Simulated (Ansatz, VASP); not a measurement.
## Bi6O: VASP beside Ansatz

The input INCAR:

```
PREC = Accurate
ENCUT = 520
EDIFF = 1E-7
ISMEAR = 0
SIGMA = 0.2
LREAL = F
LASPH = T
NELM = 80
ALGO = Normal
ISIF = 2
LWAVE = F
LCHARG = F
GGA = PE
NBANDS = 57
```

Contents of KPOINTS:

```
Automatic mesh
0
Gamma
  6 6 6
```

POSCAR

```
Bi6O
1.0
   -3.1220421801      5.4075356792      0.0000000000
   -6.2440843601      0.0000000000      0.0000000000
   -3.1220421801      1.8025118931      5.7352247943
Bi O
6 1
Direct
    0.5547862486      0.2721549810      0.2526449361
    0.2721549810      0.9204138343      0.2526449361
    0.9204138343      0.5547862486      0.2526449361
    0.0795861657      0.4452137514      0.7473550639
    0.7278450190      0.0795861657      0.7473550639
    0.4452137514      0.7278450190      0.7473550639
    1.0000000000      1.0000000000      0.0000000000
```

Input for Ansatz:

```yaml
crystal:
  lattice:
    - [-3.1220421801, 5.4075356792, 0.0]
    - [-6.2440843601, 0.0, 0.0]
    - [-3.1220421801, 1.8025118931, 5.7352247943]
  atoms:
    - { symbol: Bi, position: [0.5547862486, 0.272154981, 0.2526449361] }
    - { symbol: Bi, position: [0.272154981, 0.9204138343, 0.2526449361] }
    - { symbol: Bi, position: [0.9204138343, 0.5547862486, 0.2526449361] }
    - { symbol: Bi, position: [0.0795861657, 0.4452137514, 0.7473550639] }
    - { symbol: Bi, position: [0.727845019, 0.0795861657, 0.7473550639] }
    - { symbol: Bi, position: [0.4452137514, 0.727845019, 0.7473550639] }
    - { symbol: O, position: [1.0, 1.0, 0.0] }
basis:
  ecutwfc: 420
kpoints:
  mp_grid: { grid: [6, 6, 6] }
hamiltonian:
  xc: pbe
scf:
  occupations: { method: gaussian, width: 0.2 }
  lower_state_search: "off"
output:
  forces: true
  stress: true
  eigenvalues: true
```

Alike in both runs: task single point; functional PBE; k mesh 6 × 6 × 6; occupations gaussian, width 0.2 eV; no spin polarisation.

|  | VASP | Ansatz |
| --- | --- | --- |
| version | VASP 6.6.1 | Ansatz 0.2.0 |
| potentials or method | VASP PAW PBE potentials, release 64 (Bi_d, O), cutoff 520 eV | scalar-relativistic, plane waves, PAW |
| valence electrons in the cell | 96 | 96 |

Ansatz gave:

| Item | Value |
| --- | --- |
| gap on the k mesh at the Fermi level (eV) | none |
| pressure (GPa) | 0.0 |
| rms of the force components (eV/Å) | 0.005 |

Q: Estimate VASP's values.

A: gap on the k mesh at the Fermi level (eV): none; pressure (GPa): -0.1; rms of the force components (eV/Å): 0.005.

Atom by atom the forces differ by 0.002 eV/Å (rms over components). A gap of «none» marks a metal or a gap that the smearing closes. With one functional, cell and mesh, what is left measures potentials, basis and numerics.

Neither program's run includes spin-orbit coupling.
